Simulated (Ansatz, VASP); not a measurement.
**WS2 in VASP and in Ansatz**

Contents of INCAR:

```
SYSTEM = WS2
PREC = Accurate
ENCUT = 520
EDIFF = 1E-6
ISMEAR = 0
SIGMA = 0.05
LREAL = .False.
LASPH = .True.
NELM = 100
ALGO = Normal
ISIF = 2
LWAVE = .False.
LCHARG = .False.
LDIPOL = .True.
IDIPOL = 3
DIPOL = 0.5 0.5 0.390
GGA = PE
IVDW = 12
NBANDS = 35
```

File KPOINTS:

```
regular mesh
0
Gamma
  9 9 1
  0 0 0
```

Contents of POSCAR:

```
WS2
1.0
    3.1595456682      0.0000000000      0.0000000000
   -1.5797728341      2.7362468131      0.0000000000
    0.0000000000      0.0000000000     23.8042574330
S W
4 2
Direct
    0.3333333333      0.6666666667      0.1890418137
    0.3333333333      0.6666666667      0.3214605092
    0.3333333333      0.6666666667      0.4575706151
    0.3333333333      0.6666666667      0.5899893106
    0.6666666667      0.3333333333      0.2552511584
    0.0000000000      1.0000000000      0.5237799598
```

Input for Ansatz:

```yaml
crystal:
  lattice:
    - [3.1595456682, 0.0, 0.0]
    - [-1.5797728341, 2.7362468131, 0.0]
    - [0.0, 0.0, 23.804257433]
  atoms:
    - { symbol: S, position: [0.3333333333, 0.6666666667, 0.1890418137] }
    - { symbol: W, position: [0.6666666667, 0.3333333333, 0.2552511584] }
    - { symbol: S, position: [0.3333333333, 0.6666666667, 0.3214605092] }
    - { symbol: S, position: [0.3333333333, 0.6666666667, 0.4575706151] }
    - { symbol: W, position: [0.0, 1.0, 0.5237799598] }
    - { symbol: S, position: [0.3333333333, 0.6666666667, 0.5899893106] }
basis:
  ecutwfc: 420
kpoints:
  mp_grid: { grid: [9, 9, 1] }
hamiltonian:
  xc: pbe
  pseudopotentials: { kind: paw, azcp: { folder: soft_1 } }
  dispersion: d3bj
scf:
  occupations: { method: gaussian, width: 0.05 }
output:
  forces: true
  eigenvalues: true
efield:
  axis: 3
  dipole_correction: true
  ramp_width: 0.04
```

Alike in both runs: task single point; functional PBE; dispersion D3(BJ); k mesh 9 × 9 × 1; occupations gaussian, width 0.05 eV; no spin polarisation.

|  | VASP | Ansatz |
| --- | --- | --- |
| version | VASP 6.6.1 | Ansatz 0.2.0 |
| potentials or method | VASP PAW PBE potentials, release 64 (S, W_sv), cutoff 520 eV | scalar-relativistic, plane waves, PAW |
| valence electrons in the cell | 52 | 52 |

```tsv
	VASP	Ansatz	Ansatz less VASP
gap on the k mesh at the Fermi level (eV)	1.57	1.56	-0.010
least direct gap on the mesh (eV)	1.93	1.92	-0.003
rms of the force components (eV/Å)	0.062	0.063	+0.0006
```

Neither program's run includes spin-orbit coupling.
